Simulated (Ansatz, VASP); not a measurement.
## One calculation of HfN, two programs

```xyz
4
Lattice="3.1547 0.0000 0.0000 -1.5773 2.7320 0.0000 0.0000 0.0000 5.4526" Properties=species:S:1:pos:R:3 pbc="T T T"
Hf    0.0000    1.8213    1.3632
Hf    1.5773    0.9107    4.0895
N     0.0000    0.0000    2.7263
N     0.0000    0.0000    0.0000
```

Alike in both runs: task single point; functional r2SCAN; k mesh 10 × 10 × 5; occupations fermi-dirac, width 0.05 eV; no spin polarisation.

|  | VASP | Ansatz |
| --- | --- | --- |
| version | VASP 6.6.1 | Ansatz 0.2.0 |
| potentials or method | VASP PAW PBE potentials, release 64 (Hf_pv, N) | Ansatz PAW |
| plane-wave cutoff (eV) | 520 | 500 |
| valence electrons in the cell | 30 | 62 |

|  | VASP | Ansatz | Ansatz less VASP |
| --- | --- | --- | --- |
| gap on the k mesh at the Fermi level (eV) | none | none | - |
| pressure (GPa) | -5.7 | -3.2 | +2.51 |
| traceless stress, the component that is largest in VASP (GPa) | -0.06 | -0.18 | -0.122 |

VASP's potentials were made for PBE, not for r2SCAN. A gap of «none» marks a metal or a gap that the smearing closes. VASP's potentials hold 30 valence electrons a cell and Ansatz's 62, so a difference there can come from the potentials and not from the codes.

Spin-orbit coupling is off throughout.
